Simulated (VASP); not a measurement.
# Si (a cell with a defect) in VASP: relaxation of the atoms with PBE+D3(BJ)

Aim: the relaxation of the atoms of Si (a cell with a defect) with PBE+D3(BJ).

All numbers are computed with VASP 6.6.1; they aren't measurements. Logs are shortened: lines on timing, memory, paths and dates and some standing lists are left out, and cuts for length are marked.

## (1) The cell of the first run

The cell holds a defect, 17 atoms: a = 7.679 Å, b = 7.679 Å, c = 7.679 Å, α = 60.00°, β = 60.00°, γ = 60.00°.

## (2) Relaxation of the atoms, PBE+D3(BJ)

Contents of INCAR:

```
SYSTEM = Si
ALGO     = Normal         ! electronic algorithm
EDIFF    = 1E-6           ! SCF threshold, eV
EDIFFG   = -0.03          ! ionic threshold
ENCUT    = 520            ! plane-wave cutoff, eV
GGA      = PE             ! functional
IBRION   = 2              ! ionic algorithm
ISIF     = 2              ! what is computed and relaxed
ISMEAR   = 0              ! smearing method
IVDW     = 12             ! dispersion correction
LASPH    = .TRUE.         ! aspherical terms in the spheres
LCHARG   = .FALSE.        ! write CHGCAR
LREAL    = Auto         
LWAVE    = .FALSE.        ! write WAVECAR
NELM     = 100            ! most SCF steps
NSW      = 80             ! ionic steps
PREC     = Accurate       ! precision mode
SIGMA    = 0.02           ! smearing width, eV
```

Contents of KPOINTS:

```
k-points
0
G
  2 2 2
  0 0 0
```

Contents of POSCAR:

```
Si
1.0
    0.0000000000      5.4300000000      5.4300000000
    5.4300000000      0.0000000000      5.4300000000
    5.4300000000      5.4300000000      0.0000000000
Si
17
Direct
    0.0000000000      0.0000000000      0.0000000000
    0.1250000000      0.1250000000      0.1250000000
    0.0000000000      0.0000000000      0.5000000000
    0.1250000000      0.1250000000      0.6250000000
    0.0000000000      0.5000000000      0.0000000000
    0.1250000000      0.6250000000      0.1250000000
    0.0000000000      0.5000000000      0.5000000000
    0.1250000000      0.6250000000      0.6250000000
    0.5000000000      0.0000000000      0.0000000000
    0.6250000000      0.1250000000      0.1250000000
    0.5000000000      0.0000000000      0.5000000000
    0.6250000000      0.1250000000      0.6250000000
    0.5000000000      0.5000000000      0.0000000000
    0.6250000000      0.6250000000      0.1250000000
    0.5000000000      0.5000000000      0.5000000000
    0.6250000000      0.6250000000      0.6250000000
    0.3769706000      0.3698015000      0.3653765000
```

Potentials or basis: VASP PAW PBE potentials, release 64 (Si).

On the command line:

```
$ cat potpaw_PBE.64/Si/POTCAR > POTCAR
$ mpirun -np 1 vasp_std > vasp.out
```

OUTCAR:

```text
SYSTEM = Si
   EDIFF = 1E-6
   EDIFFG = -0.03
   ENCUT = 520
   GGA = PE
   IBRION = 2
   ISIF = 2
   ISMEAR = 0
   IVDW = 12
   LASPH = .TRUE.
   LREAL = Auto
   NELM = 100
   NSW = 80
   PREC = Accurate
 IVDW          = 12

 ion  position               nearest neighbor table
   1  0.000  0.000  0.000-   2 2.35   4 2.35   6 2.35  10 2.35
   2  0.125  0.125  0.125-   1 2.35   3 2.35   5 2.35   9 2.35
   3  0.000  0.000  0.500-   2 2.35   4 2.35   8 2.35  12 2.35
   4  0.125  0.125  0.625-   1 2.35   3 2.35   7 2.35  11 2.35  17 2.70
   5  0.000  0.500  0.000-   2 2.35   6 2.35   8 2.35  14 2.35
   6  0.125  0.625  0.125-   1 2.35   5 2.35   7 2.35  13 2.35  17 2.67
   7  0.000  0.500  0.500-   4 2.35   6 2.35   8 2.35  16 2.35  17 2.37
   8  0.125  0.625  0.625-   3 2.35   5 2.35   7 2.35  15 2.35  17 2.80
   9  0.500  0.000  0.000-   2 2.35  10 2.35  12 2.35  14 2.35
  10  0.625  0.125  0.125-   1 2.35   9 2.35  11 2.35  13 2.35  17 2.63
  11  0.500  0.000  0.500-  17 2.32  10 2.35  12 2.35  16 2.35   4 2.35
  12  0.625  0.125  0.625-   3 2.35   9 2.35  11 2.35  15 2.35  17 2.76
  13  0.500  0.500  0.000-  17 2.29  10 2.35  14 2.35  16 2.35   6 2.35
  14  0.625  0.625  0.125-   5 2.35   9 2.35  13 2.35  15 2.35  17 2.73
  15  0.500  0.500  0.500-   8 2.35  12 2.35  14 2.35  16 2.35  17 2.43
  16  0.625  0.625  0.625-   7 2.35  11 2.35  13 2.35  15 2.35
  17  0.377  0.370  0.365-  13 2.29  11 2.32   7 2.37  15 2.43  10 2.63   6 2.67   4 2.70  14 2.73
                            12 2.76   8 2.80

  LATTYP: Found a face centered cubic cell.
 ALAT       =    10.8600000000

  Lattice vectors:

 A1 = (   0.0000000000,   5.4300000000,   5.4300000000)
 A2 = (   5.4300000000,   0.0000000000,   5.4300000000)
 A3 = (   5.4300000000,   5.4300000000,   0.0000000000)

Analysis of symmetry for initial positions (statically):
=====================================================================
 Subroutine PRICEL returns:
 Original cell was already a primitive cell.

 Routine SETGRP: Setting up the symmetry group for a
 face centered cubic supercell.

 Subroutine GETGRP returns: Found  1 space group operations
 (whereof  1 operations were pure point group operations)
 out of a pool of 48 trial point group operations.

The static configuration has the point symmetry C_1 .

Analysis of symmetry for dynamics (positions and initial velocities):
=====================================================================
 Subroutine PRICEL returns:
 Original cell was already a primitive cell.

 Routine SETGRP: Setting up the symmetry group for a
 face centered cubic supercell.

 Subroutine GETGRP returns: Found  1 space group operations
 (whereof  1 operations were pure point group operations)
 out of a pool of 48 trial point group operations.

The dynamic configuration has the point symmetry C_1 .

 Subroutine INISYM returns: Found  1 space group operations
 (whereof  1 operations are pure point group operations),
 and found     1 'primitive' translations

----------------------------------------------------------------------------------------

                                     Primitive cell

  volume of cell :     320.2060

  direct lattice vectors                    reciprocal lattice vectors
     0.000000000  5.430000000  5.430000000    -0.092081031  0.092081031  0.092081031
     5.430000000  0.000000000  5.430000000     0.092081031 -0.092081031  0.092081031
     5.430000000  5.430000000  0.000000000     0.092081031  0.092081031 -0.092081031

  length of vectors
     7.679179644  7.679179644  7.679179644     0.159489025  0.159489025  0.159489025

  position of ions in fractional coordinates (direct lattice)
     0.000000000  0.000000000  0.000000000
     0.125000000  0.125000000  0.125000000
     0.000000000  0.000000000  0.500000000
     0.125000000  0.125000000  0.625000000
     0.000000000  0.500000000  0.000000000
     0.125000000  0.625000000  0.125000000
[... 9 lines left out ...]
     0.625000000  0.625000000  0.625000000
     0.376970600  0.369801500  0.365376500

  ion indices of the primitive-cell ions
   primitive index   ion index
                 1           1
                 2           2
                 3           3
                 4           4
                 5           5
                 6           6
[... 9 lines left out ...]
                16          16
                17          17

----------------------------------------------------------------------------------------

 KPOINTS: k-points

Automatic generation of k-mesh.
 Grid dimensions read from file:
 generate k-points for:    2    2    2

 Generating k-lattice:

  Cartesian coordinates                     Fractional coordinates (reciprocal lattice)
    -0.046040516  0.046040516  0.046040516     0.500000000  0.000000000  0.000000000
     0.046040516 -0.046040516  0.046040516     0.000000000  0.500000000  0.000000000
     0.046040516  0.046040516 -0.046040516     0.000000000  0.000000000  0.500000000

  Length of vectors
     0.079744512  0.079744512  0.079744512

  Shift w.r.t. Gamma in fractional coordinates (k-lattice)
     0.000000000  0.000000000  0.000000000

 Subroutine IBZKPT returns following result:
 ===========================================

 Found      8 irreducible k-points:

 Following reciprocal coordinates:
            Coordinates               Weight
  0.000000  0.000000  0.000000      1.000000
  0.500000  0.000000  0.000000      1.000000
  0.000000  0.500000  0.000000      1.000000
  0.000000  0.000000  0.500000      1.000000
  0.500000  0.500000  0.500000      1.000000
  0.500000  0.500000  0.000000      1.000000
  0.000000  0.500000  0.500000      1.000000
  0.500000  0.000000  0.500000      1.000000
   k-points           NKPTS =      8   k-points in BZ     NKDIM =      8   number of bands    NBANDS=     43
   number of dos      NEDOS =    301   number of ions     NIONS =     17
   total plane-waves  NPLWV = 216000
   dimension x,y,z NGX =    60 NGY =   60 NGZ =   60
   dimension x,y,z NGXF=   120 NGYF=  120 NGZF=  120
   ions per type =              17
   NGX,Y,Z   is equivalent  to a cutoff of  12.99, 12.99, 12.99 a.u.
   NGXF,Y,Z  is equivalent  to a cutoff of  25.98, 25.98, 25.98 a.u.
 SYSTEM =  Si
   PREC   = accura    normal or accurate (medium, high low for compatibility)
   ISTART =      0    job   : 0-new  1-cont  2-samecut
   ICHARG =      2    charge: 1-file 2-atom 10-const
   ISPIN  =      1    spin polarized calculation?
   LNONCOLLINEAR =      F non collinear calculations
   LSORBIT =      F    spin-orbit coupling
   LASPH  =      T    aspherical Exc in radial PAW
   ENCUT  =  520.0 eV  38.22 Ry    6.18 a.u.  14.28 14.28 14.28*2*pi/ulx,y,z
   NELM   =    100;   NELMIN=  2; NELMDL= -5     # of ELM steps
   EDIFF  = 0.1E-05   stopping-criterion for ELM
   LREAL  =      T    real-space projection
   EDIFFG = -.3E-01   stopping-criterion for IOM
   NSW    =     80    number of steps for IOM
   IBRION =      2    ionic relax: 0-MD 1-quasi-New 2-CG
   NFREE  =      1    steps in history (QN), initial steepest desc. (CG)
   ISIF   =      2    stress and relaxation
   ISYM   =      2    0-nonsym 1-usesym 2-fastsym
   POTIM  = 0.5000    time-step for ionic-motion
   TEBEG  =    0.0;   TEEND  =   0.0 temperature during run
   PSTRESS=    0.0 pullay stress
   NELECT =      68.0000    total number of electrons
   NUPDOWN=      -1.0000    fix difference up-down
   EMIN   =  10.00;   EMAX   =-10.00  energy-range for DOS
   EFERMI =   0.00;   METHOD = LEGACY
   ISMEAR =     0;   SIGMA  =   0.02  broadening in eV -4-tet -1-fermi 0-gaus
   EFERMI_NEDOS =   21; number of points for ismear=-14 and -15
   IALGO  =     38    algorithm
   IMIX   =      4    mixing-type and parameters
     AMIX     =   0.40;   BMIX     =  1.00
     AMIX_MAG =   1.60;   BMIX_MAG =  1.00
  volume/ion in A,a.u.               =      18.84       127.11
  Fermi-wavevector in a.u.,A,eV,Ry     =   0.976715  1.845724 12.979587  0.953973
  Thomas-Fermi vector in A             =   2.107356
   LORBIT       =      0    0 simple, 1 ext, 2 COOP (PROOUT), +10 PAW based schemes
   GGA     = PE    functional components
   LHFCALC =     F    Hartree Fock is set to
   AEXX    =    0.0000 exact exchange contribution
   IVDW    =    12    specifies the selected vdW correction
   LEPSILON=     F    determine dielectric tensor
   LRPA    =     F    only Hartree local field effects (RPA)
 conjugate gradient relaxation of ions
 non-spin polarized calculation
 Gauss-broadening in eV      SIGMA  =   0.02
  energy-cutoff  :      520.00
  volume of cell :      320.21
 maximum number of plane-waves:      8646
 NGX is ok and might be reduce to    60
   NGX = 29   NGY = 29   NGZ = 29

--------------------------------------- Ionic step        1  -------------------------------------------

 number of electron      68.0000003 magnetization

 Free energy of the ion-electron system (eV)
  ---------------------------------------------------
  ext. energy  EPLUGINS =         0.00000000
  ---------------------------------------------------
  free energy    TOTEN  =       -87.83245178 eV

  energy without entropy =      -87.82865680  energy(sigma->0) =      -87.83055429

------------------------ aborting loop because EDIFF is reached ----------------------------------------

 Edisp (eV)   -5.64470

 E8    (eV) :    -2.3351

  FORCE on cell =-STRESS in cart. coord.  units (eV):
  Direction    XX          YY          ZZ          XY          YZ          ZX
  --------------------------------------------------------------------------------------
  -------------------------------------------------------------------------------------
  Total       5.94957     5.81908     5.77746    -0.17486    -1.01427    -0.51472
  in kB      29.76916    29.11626    28.90798    -0.87494    -5.07497    -2.57546
  external pressure =       29.26 kB  Pullay stress =        0.00 kB

 VOLUME and BASIS-vectors are now :
 -----------------------------------------------------------------------------
  energy-cutoff  :      520.00
  volume of cell :      320.21
      direct lattice vectors                 reciprocal lattice vectors
     0.000000000  5.430000000  5.430000000    -0.092081031  0.092081031  0.092081031
     5.430000000  0.000000000  5.430000000     0.092081031 -0.092081031  0.092081031
     5.430000000  5.430000000  0.000000000     0.092081031  0.092081031 -0.092081031
[... 348 lines left out ...]
      6.76727      6.77696      6.78243         0.016788      0.009214      0.014376
      4.04768      4.05934      4.06607         0.019087      0.011092      0.011012
 -----------------------------------------------------------------------------------
    total drift:                               -0.000739     -0.003424      0.000512

  FREE ENERGIE OF THE ION-ELECTRON SYSTEM (eV)
  ---------------------------------------------------
  free  energy   TOTEN  =       -93.6325458346 eV

  energy  without entropy=      -93.6286897888  energy(sigma->0) =      -93.63061781

--------------------------------------- Ionic step        8  -------------------------------------------

 number of electron      68.0000000 magnetization

 Free energy of the ion-electron system (eV)
  ---------------------------------------------------
  ext. energy  EPLUGINS =         0.00000000
  ---------------------------------------------------
  free energy    TOTEN  =       -87.98952551 eV

  energy without entropy =      -87.98566926  energy(sigma->0) =      -87.98759739

 E-fermi :   6.9200     XC(G=0):  -9.6742

 val. band max:        6.6854027267   @ k =   0.0000   0.0000   0.0000
 cond. band min:       6.9259358205   @ k =   0.5000   0.5000   0.0000
 fundamental gap:      0.2405330937
 Fermi energy:         6.9200105361

 k-point     1 :       0.0000    0.0000    0.0000
  band No.  band energies     occupation
      1      -6.3192      2.00000
      2      -3.7754      2.00000
      3      -3.6300      2.00000
      4      -3.6283      2.00000
      5      -3.6256      2.00000
      6      -2.8047      2.00000
[... 387 lines left out ...]
      2.70979      2.71040      0.00386         0.003885      0.002833     -0.000186
      4.07112      4.07341      1.32423        -0.000490      0.004013      0.009392
      2.70948      0.00396      2.71039         0.003091      0.000347      0.001596
      4.07047      1.32392      4.07416        -0.001501      0.007778      0.005483
[... 9 lines left out ...]
      6.76822      6.77742      6.78297         0.010604      0.005120      0.003457
      4.05011      4.06069      4.06701         0.015401      0.008457      0.003418
 -----------------------------------------------------------------------------------
    total drift:                               -0.003809     -0.003564     -0.000957

  FREE ENERGIE OF THE ION-ELECTRON SYSTEM (eV)
  ---------------------------------------------------
  free  energy   TOTEN  =       -93.6328883349 eV

  energy  without entropy=      -93.6290320812  energy(sigma->0) =      -93.63096021

 reached required accuracy - stopping structural energy minimisation
```

Wall time 10 min (1 thread of Oxide Virtual Turin-like, shared host); peak memory 0.51 GiB.

What came out:

* Free energy: -93.6329 eV
* Energy gained by relaxing: 9.2 meV/atom
* Ionic steps: 8
* Pressure after relaxing: 2.4 GPa
* Largest force after relaxing: 0.029 eV/Å
* Band gap on the k mesh: zero (bands 34 and 35 overlap by 0.25 eV)
* Dispersion energy per atom: -0.332 eV

Forces in eV/Å, atoms in the order of the input:
```
Si  -0.003 -0.004 -0.004
Si  -0.004 -0.002  0.000
Si   0.004  0.003  0.000
Si   0.000  0.004  0.009
Si   0.003  0.000  0.002
Si  -0.002  0.008  0.005
Si  -0.001 -0.013 -0.011
Si  -0.012 -0.005 -0.005
Si   0.000  0.003  0.002
Si   0.006  0.000  0.002
Si  -0.010 -0.008 -0.002
Si  -0.007 -0.010 -0.007
Si  -0.004  0.000 -0.010
Si  -0.008 -0.008 -0.009
Si   0.012  0.017  0.019
Si   0.011  0.005  0.003
Si   0.015  0.008  0.003
```

Step by step:
| step | energy change (eV) | largest force (eV/Å) | pressure (GPa) |
| --- | --- | --- | --- |
| 1 | 0.0000 | 1.2930 | 2.93 |
| 2 | -0.1471 | 0.2410 | 2.40 |
| 3 | -0.1473 | 0.2466 | 2.39 |
| 4 | -0.1534 | 0.1265 | 2.38 |
| 5 | -0.1536 | 0.1277 | 2.38 |
| 6 | -0.1551 | 0.0630 | 2.39 |
| 7 | -0.1554 | 0.0361 | 2.40 |
| 8 | -0.1557 | 0.0285 | 2.40 |

Final structure:
```
CELL_PARAMETERS angstrom
0.00000 5.43000 5.43000
5.43000 0.00000 5.43000
5.43000 5.43000 0.00000
ATOMIC_POSITIONS crystal
Si 0.00059 0.00052 0.00047
Si 0.12498 0.12507 0.12513
Si 0.00041 0.00030 0.49874
Si 0.12215 0.12173 0.62802
Si 0.00045 0.49870 0.00028
Si 0.12225 0.62806 0.12157
Si 0.99408 0.50194 0.50189
Si 0.12182 0.62791 0.62789
Si 0.49862 0.00042 0.00036
Si 0.62812 0.12200 0.12173
Si 0.50254 0.99244 0.50246
Si 0.62800 0.12155 0.62795
Si 0.50286 0.50284 0.99143
Si 0.62803 0.62799 0.12137
Si 0.50119 0.50109 0.50101
Si 0.62543 0.62374 0.62271
Si 0.37547 0.37352 0.37236
```

Levels at points of the mesh, in eV from the Fermi level:
| k point | band 32 | band 33 | band 34 | band 35 | band 36 | band 37 |
| --- | --- | --- | --- | --- | --- | --- |
| (0.00, 0.00, 0.00) | -0.83 | -0.83 | -0.26 | -0.24 | -0.23 | 0.08 |
| (0.50, 0.00, 0.00) | -1.44 | -1.44 | -0.35 | 0.51 | 0.54 | 0.89 |
| (0.00, 0.50, 0.00) | -1.44 | -1.44 | -0.35 | 0.52 | 0.54 | 0.88 |
| (0.00, 0.00, 0.50) | -1.44 | -1.44 | -0.35 | 0.52 | 0.54 | 0.88 |
| (0.50, 0.50, 0.50) | -1.44 | -1.44 | -0.35 | 0.52 | 0.53 | 0.89 |
| (0.50, 0.50, 0.00) | -1.90 | -1.00 | 0.01 | 0.70 | 1.01 | 1.02 |
| (0.00, 0.50, 0.50) | -1.90 | -1.00 | 0.01 | 0.71 | 1.01 | 1.02 |
| (0.50, 0.00, 0.50) | -1.90 | -1.00 | 0.01 | 0.70 | 1.01 | 1.02 |

Caveat: the k points lie up to 0.50 Å⁻¹ apart.
